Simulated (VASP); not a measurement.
# BP in VASP: notebook

BP is run at these levels: r2SCAN; tasks: single point.

Program: VASP 6.6.1. These are calculated values, not measurements. Logs are shortened: lines on timing, memory, paths and dates and some standing lists are left out, and cuts for length are marked.

### Step 1. The cell of the first run

Symmetry: F-43m, No. 216, cubic system. Conventional cell: a = 4.175 Å, b = 4.175 Å, c = 4.175 Å, α = 90.00°, β = 90.00°, γ = 90.00°. B (site symmetry -43m) has 4 P at 1.81 Å within 2.4 Å. Within 2.4 Å of P (site symmetry -43m) lie 4 B at 1.81 Å.

### Step 2. Single point, r2SCAN (strain -0.080 along x and y, -0.080 along z)

The input, POSCAR:

```
BP
1.0
    0.0000000000      2.0874800000      2.0874800000
    2.0874800000      0.0000000000      2.0874800000
    2.0874800000      2.0874800000      0.0000000000
B P
1 1
Direct
    0.0000000000      0.0000000000      0.0000000000
    0.7500000000      0.7500000000      0.7500000000
```

The input, INCAR.step1:

```
SYSTEM = BP
ALGO     = Normal         ! electronic algorithm
EDIFF    = 1E-4           ! SCF threshold, eV
ENCUT    = 520            ! plane-wave cutoff, eV
GGA      = PE             ! functional
ISMEAR   = 0              ! smearing method
LASPH    = .True.         ! aspherical terms in the spheres
LCHARG   = .False.        ! write CHGCAR
LREAL    = .False.        ! projectors in reciprocal space
LWAVE    = .True.         ! write WAVECAR
NBANDS   = 11             ! bands
NELM     = 60             ! most SCF steps
PREC     = Accurate       ! precision mode
SIGMA    = 0.05           ! smearing width, eV
```

The input, INCAR.step2:

```
SYSTEM = BP
ALGO     = Normal         ! electronic algorithm
EDIFF    = 1E-6           ! SCF threshold, eV
ENCUT    = 520            ! plane-wave cutoff, eV
ISIF     = 2              ! what is computed and relaxed
ISMEAR   = 0              ! smearing method
ISTART   = 1            
LASPH    = .True.         ! aspherical terms in the spheres
LCHARG   = .False.        ! write CHGCAR
LMIXTAU  = .True.       
LREAL    = .False.        ! projectors in reciprocal space
LWAVE    = .False.        ! write WAVECAR
METAGGA  = R2SCAN         ! meta-GGA
NBANDS   = 11             ! bands
NELM     = 60             ! most SCF steps
PREC     = Accurate       ! precision mode
SIGMA    = 0.05           ! smearing width, eV
```

The input, KPOINTS:

```
k-points
0
Gamma
  10 10 10
  0 0 0
```

Potentials or basis: VASP PAW PBE potentials, release 64 (B, P).

The run is started by

```
$ cat potpaw_PBE.64/B/POTCAR potpaw_PBE.64/P/POTCAR > POTCAR
$ cp INCAR.step1 INCAR
$ mpirun -np 1 vasp_std > vasp.out
$ cp INCAR.step2 INCAR
$ mpirun -np 1 vasp_std > vasp.out
```

OUTCAR:

```text
SYSTEM = BP
   EDIFF = 1E-6
   ENCUT = 520
   ISIF = 2
   ISMEAR = 0
   ISTART = 1
   LASPH = .True.
   LREAL = .False.
   METAGGA = R2SCAN
   NELM = 60
   PREC = Accurate

 ion  position               nearest neighbor table
   1  0.000  0.000  0.000-   2 1.81   2 1.81   2 1.81   2 1.81
   2  0.750  0.750  0.750-   1 1.81   1 1.81   1 1.81   1 1.81

  LATTYP: Found a face centered cubic cell.
 ALAT       =     4.1749600000

  Lattice vectors:

 A1 = (   0.0000000000,   2.0874800000,   2.0874800000)
 A2 = (   2.0874800000,   0.0000000000,   2.0874800000)
 A3 = (   2.0874800000,   2.0874800000,   0.0000000000)

Analysis of symmetry for initial positions (statically):
=====================================================================
 Subroutine PRICEL returns:
 Original cell was already a primitive cell.

 Routine SETGRP: Setting up the symmetry group for a
 face centered cubic supercell.

 Subroutine GETGRP returns: Found 24 space group operations
 (whereof 24 operations were pure point group operations)
 out of a pool of 48 trial point group operations.

The static configuration has the point symmetry T_d .

Analysis of symmetry for dynamics (positions and initial velocities):
=====================================================================
 Subroutine PRICEL returns:
 Original cell was already a primitive cell.

 Routine SETGRP: Setting up the symmetry group for a
 face centered cubic supercell.

 Subroutine GETGRP returns: Found 24 space group operations
 (whereof 24 operations were pure point group operations)
 out of a pool of 48 trial point group operations.

The dynamic configuration has the point symmetry T_d .

 Subroutine INISYM returns: Found 24 space group operations
 (whereof 24 operations are pure point group operations),
 and found     1 'primitive' translations

----------------------------------------------------------------------------------------

                                     Primitive cell

  volume of cell :      18.1927

  direct lattice vectors                    reciprocal lattice vectors
     0.000000000  2.087480000  2.087480000    -0.239523253  0.239523253  0.239523253
     2.087480000  0.000000000  2.087480000     0.239523253 -0.239523253  0.239523253
     2.087480000  2.087480000  0.000000000     0.239523253  0.239523253 -0.239523253

  length of vectors
     2.952142527  2.952142527  2.952142527     0.414866444  0.414866444  0.414866444

  position of ions in fractional coordinates (direct lattice)
     0.000000000  0.000000000  0.000000000
     0.750000000  0.750000000  0.750000000

  ion indices of the primitive-cell ions
   primitive index   ion index
                 1           1
                 2           2

----------------------------------------------------------------------------------------

 KPOINTS: k-points

Automatic generation of k-mesh.
 Grid dimensions read from file:
 generate k-points for:   10   10   10

 Generating k-lattice:

  Cartesian coordinates                     Fractional coordinates (reciprocal lattice)
    -0.023952325  0.023952325  0.023952325     0.100000000  0.000000000  0.000000000
     0.023952325 -0.023952325  0.023952325     0.000000000  0.100000000  0.000000000
     0.023952325  0.023952325 -0.023952325     0.000000000  0.000000000  0.100000000

  Length of vectors
     0.041486644  0.041486644  0.041486644

  Shift w.r.t. Gamma in fractional coordinates (k-lattice)
     0.000000000  0.000000000  0.000000000

 Subroutine IBZKPT returns following result:
 ===========================================

 Found     47 irreducible k-points:

 Following reciprocal coordinates:
            Coordinates               Weight
  0.000000  0.000000  0.000000      1.000000
  0.100000  0.000000  0.000000      8.000000
  0.200000  0.000000  0.000000      8.000000
  0.300000  0.000000  0.000000      8.000000
  0.400000  0.000000  0.000000      8.000000
  0.500000  0.000000  0.000000      4.000000
[... 16 lines left out ...]
  0.300000  0.300000  0.000000      6.000000
  0.400000  0.300000  0.000000     24.000000
 [... further k-points ...]
   k-points           NKPTS =     47   k-points in BZ     NKDIM =     47   number of bands    NBANDS=     11
   number of dos      NEDOS =    301   number of ions     NIONS =      2
   total plane-waves  NPLWV =  13824
   dimension x,y,z NGX =    24 NGY =   24 NGZ =   24
   dimension x,y,z NGXF=    48 NGYF=   48 NGZF=   48
   ions per type =               1   1
   NGX,Y,Z   is equivalent  to a cutoff of  13.52, 13.52, 13.52 a.u.
   NGXF,Y,Z  is equivalent  to a cutoff of  27.03, 27.03, 27.03 a.u.
 SYSTEM =  BP
   PREC   = accura    normal or accurate (medium, high low for compatibility)
   ISTART =      1    job   : 0-new  1-cont  2-samecut
   ICHARG =      0    charge: 1-file 2-atom 10-const
   ISPIN  =      1    spin polarized calculation?
   LNONCOLLINEAR =      F non collinear calculations
   LSORBIT =      F    spin-orbit coupling
   LASPH  =      T    aspherical Exc in radial PAW
   ENCUT  =  520.0 eV  38.22 Ry    6.18 a.u.   5.49  5.49  5.49*2*pi/ulx,y,z
   NELM   =     60;   NELMIN=  2; NELMDL=  0     # of ELM steps
   EDIFF  = 0.1E-05   stopping-criterion for ELM
   LREAL  =      F    real-space projection
[... 7 lines left out ...]
   TEBEG  =    0.0;   TEEND  =   0.0 temperature during run
   PSTRESS=    0.0 pullay stress
   NELECT =       8.0000    total number of electrons
   NUPDOWN=      -1.0000    fix difference up-down
   EMIN   =  10.00;   EMAX   =-10.00  energy-range for DOS
   EFERMI =   0.00;   METHOD = LEGACY
   ISMEAR =     0;   SIGMA  =   0.05  broadening in eV -4-tet -1-fermi 0-gaus
   EFERMI_NEDOS =   21; number of points for ismear=-14 and -15
   IALGO  =     38    algorithm
   IMIX   =      4    mixing-type and parameters
     AMIX     =   0.40;   BMIX     =  1.00
     AMIX_MAG =   1.60;   BMIX_MAG =  1.00
  volume/ion in A,a.u.               =       9.10        61.39
  Fermi-wavevector in a.u.,A,eV,Ry     =   1.244913  2.352545 21.086440  1.549810
  Thomas-Fermi vector in A             =   2.379159
   LORBIT       =      0    0 simple, 1 ext, 2 COOP (PROOUT), +10 PAW based schemes
   METAGGA = R2SCAN    functional components
   LHFCALC =     F    Hartree Fock is set to
   AEXX    =    0.0000 exact exchange contribution
   IVDW    =     0    specifies the selected vdW correction
   LEPSILON=     F    determine dielectric tensor
   LRPA    =     F    only Hartree local field effects (RPA)
 non-spin polarized calculation
 Gauss-broadening in eV      SIGMA  =   0.05
  energy-cutoff  :      520.00
  volume of cell :       18.19
 maximum number of plane-waves:       531
 NGX is ok and might be reduce to    24
   NGX = 11   NGY = 11   NGZ = 11

 number of electron       7.9999999 magnetization

 Free energy of the ion-electron system (eV)
  ---------------------------------------------------
  ext. energy  EPLUGINS =         0.00000000
  ---------------------------------------------------
  free energy    TOTEN  =       -16.44692400 eV

  energy without entropy =      -16.44692400  energy(sigma->0) =      -16.44692400

 E-fermi :  10.8599     XC(G=0): -12.6729

 val. band max:       10.6070905788   @ k =   0.0000   0.0000   0.0000
 cond. band min:      11.5989369599   @ k =   0.5000   0.5000   0.0000
 fundamental gap:      0.9918463810
 Fermi energy:        10.8598745520

 k-point     1 :       0.0000    0.0000    0.0000
  band No.  band energies     occupation
      1      -8.1166      2.00000
      2      10.6071      2.00000
      3      10.6071      2.00000
      4      10.6071      2.00000
      5      14.8156      0.00000
      6      14.8156      0.00000
      7      14.8156      0.00000
      8      22.8042      0.00000
      9      24.0703      0.00000
     10      24.0703      0.00000
     11      25.3628      0.00000

 k-point     2 :       0.1000    0.0000    0.0000
  band No.  band energies     occupation
      1      -7.8868      2.00000
      2       9.0406      2.00000
      3      10.2398      2.00000
      4      10.2398      2.00000
      5      15.3362      0.00000
      6      15.3362      0.00000
      7      15.5304      0.00000
      8      22.9916      0.00000
      9      23.2214      0.00000
     10      23.2214      0.00000
     11      26.0987      0.00000

 k-point     3 :       0.2000    0.0000    0.0000
  band No.  band energies     occupation
      1      -7.2029      2.00000
      2       6.1765      2.00000
      3       9.5539      2.00000
      4       9.5539      2.00000
      5      16.1705      0.00000
      6      16.1705      0.00000
      7      16.1992      0.00000
      8      22.5320      0.00000
      9      22.5320      0.00000
     10      23.2268      0.00000
     11      27.0713      0.00000

 k-point     4 :       0.3000    0.0000    0.0000
  band No.  band energies     occupation
      1      -6.0875      2.00000
      2       3.2324      2.00000
      3       8.9644      2.00000
      4       8.9645      2.00000
      5      16.3083      0.00000
      6      16.3083      0.00000
      7      16.4206      0.00000
      8      23.0380      0.00000
      9      23.5235      0.00000
     10      23.5235      0.00000
     11      27.8569      0.00000
[... 239 lines left out ...]
 k-point    22 :      -0.2000    0.2000    0.0000
  band No.  band energies     occupation
      1      -5.7127      2.00000
      2       4.4341      2.00000
      3       5.2121      2.00000
      4       9.1175      2.00000
      5      16.0581      0.00000
      6      17.0940      0.00000
      7      18.7300      0.00000
      8      20.8558      0.00000
      9      21.5516      0.00000
     10      27.4217      0.00000
     11      30.7000      0.00000

 k-point    23 :       0.3000    0.3000    0.0000
  band No.  band energies     occupation
      1      -5.4002      2.00000
      2       5.2689      2.00000
      3       6.4503      2.00000
      4       6.4503      2.00000
      5      12.2127      0.00000
      6      14.6672      0.00000
      7      21.9306      0.00000
      8      21.9306      0.00000
      9      26.9483      0.00000
     10      28.3762      0.00000
     11      32.4257      0.00000

 k-point    24 :       0.4000    0.3000    0.0000
  band No.  band energies     occupation
      1      -4.3120      2.00000
      2       3.5402      2.00000
      3       5.3718      2.00000
      4       6.0811      2.00000
      5      12.4664      0.00000
      6      14.4899      0.00000
      7      22.5294      0.00000
      8      22.8880      0.00000
      9      28.3192      0.00000
     10      29.0078      0.00000
     11      33.0445      0.00000

 [... further k-points ...]

------------------------ aborting loop because EDIFF is reached ----------------------------------------

  FORCE on cell =-STRESS in cart. coord.  units (eV):
  Direction    XX          YY          ZZ          XY          YZ          ZX
  --------------------------------------------------------------------------------------
  -------------------------------------------------------------------------------------
  Total        7.4703571      7.4703571      7.4703571      0.0000000      0.0000000      0.0000000
  in kB      657.8925705    657.8925705    657.8925705      0.0000000      0.0000000      0.0000000
  external PRESSURE =     657.8925705 kB  Pullay stress =       0.0000000 kB

 VOLUME and BASIS-vectors are now :
 -----------------------------------------------------------------------------
  energy-cutoff  :      520.00
  volume of cell :       18.19
      direct lattice vectors                 reciprocal lattice vectors
     0.000000000  2.087480000  2.087480000    -0.239523253  0.239523253  0.239523253
     2.087480000  0.000000000  2.087480000     0.239523253 -0.239523253  0.239523253
     2.087480000  2.087480000  0.000000000     0.239523253  0.239523253 -0.239523253

 POSITION                                       TOTAL-FORCE (eV/Angst)
 -----------------------------------------------------------------------------------
      0.00000      0.00000      0.00000        -0.000000     -0.000000     -0.000000
      3.13122      3.13122      3.13122         0.000000      0.000000      0.000000
 -----------------------------------------------------------------------------------
    total drift:                                0.000000      0.000000      0.000000

  FREE ENERGIE OF THE ION-ELECTRON SYSTEM (eV)
  ---------------------------------------------------
  free  energy   TOTEN  =       -16.4469240027 eV

  energy  without entropy=      -16.4469240027  energy(sigma->0) =      -16.44692400
```

Wall time 43 s (1 thread of Intel Xeon 8259CL, shared host); peak memory 0.14 GiB.

What came out:

```yaml
Free_energy: -16.4469 eV
Pressure: 65.8 GPa
Band_gap_on_the_k_mesh: 0.99 eV (least direct gap 4.21 eV)
```

Caveat: the cell differs from its parent crystal (strain -0.080 along x and y, -0.080 along z); the cell stands under pressure; the PAW data sets were made with another functional, which shifts forces and pressure a little. A k mesh can miss the band edges.

### Step 3. Single point, r2SCAN (strain -0.080 along x and y, -0.040 along z)

The input, POSCAR:

```
BP
1.0
    0.0000000000      2.0874800000      2.1782400000
    2.0874800000      0.0000000000      2.1782400000
    2.0874800000      2.0874800000      0.0000000000
B P
1 1
Direct
    0.0000000000      0.0000000000      0.0000000000
    0.7500000000      0.7500000000      0.7500000000
```

The input, INCAR.step1:

```
SYSTEM = BP
  PREC = Accurate
  ENCUT = 520
  ISMEAR = 0
  SIGMA = 0.05
  LREAL = .False.
  LASPH = .True.
  NELM = 80
  NBANDS = 11
  GGA = PE
  ALGO = Normal
  EDIFF = 1E-4
  LWAVE = .True.
  LCHARG = .False.
```

The input, INCAR.step2:

```
SYSTEM = BP
  PREC = Accurate
  ENCUT = 520
  EDIFF = 1E-7
  ISMEAR = 0
  SIGMA = 0.05
  LREAL = .False.
  LASPH = .True.
  NELM = 80
  ALGO = Normal
  ISIF = 2
  LWAVE = .False.
  LCHARG = .False.
  METAGGA = R2SCAN
  LMIXTAU = .True.
  NBANDS = 11
  ISTART = 1
```

The input, KPOINTS:

```
Automatic mesh
0
Gamma
  10 10 10
  0 0 0
```

Potentials or basis: VASP PAW PBE potentials, release 64 (B, P).

The run is started by

```
$ cat potpaw_PBE.64/B/POTCAR potpaw_PBE.64/P/POTCAR > POTCAR
$ cp INCAR.step1 INCAR
$ mpirun -np 1 vasp_std > vasp.out
$ cp INCAR.step2 INCAR
$ mpirun -np 1 vasp_std > vasp.out
```

Run time: 1.9 min. Hardware: 1 thread of Intel Xeon 8259CL, shared host; peak memory 0.15 GiB.

The run converged. Its results:

| Item | Value |
| --- | --- |
| Free energy | -16.7081 eV |
| Pressure | 50.3 GPa |
| Band gap on the k mesh | 0.75 eV (least direct gap 3.84 eV) |

Stress tensor (GPa, compression positive):
```
55.37  0.00  0.00
 0.00 55.37  0.00
 0.00  0.00 40.16
```

Levels at points of the mesh, in eV from the valence-band top:
```tsv
k point	band 1	band 2	band 3	band 4	band 5	band 6	band 7	band 8	band 9
(0.00, 0.00, 0.00)	-18.46	-0.51	0.00	0.00	3.84	3.84	4.07	11.25	12.42
(0.50, 0.00, 0.00)	-14.07	-11.30	-2.63	-1.91	4.36	5.30	5.72	11.59	16.49
(0.50, 0.50, 0.00)	-12.48	-10.77	-4.92	-4.92	1.28	2.10	15.09	15.09	18.73
(0.50, 0.00, 0.50)	-11.90	-10.29	-5.54	-5.42	0.75	1.35	14.20	15.66	18.27
```

Caveat: the cell differs from its parent crystal (strain -0.080 along x and y, -0.040 along z); the stress differs along the axes, from 40 to 55 GPa; semilocal functionals underestimate gaps, and a narrow one can read as zero; the PAW data sets were made with another functional, which shifts forces and pressure a little.
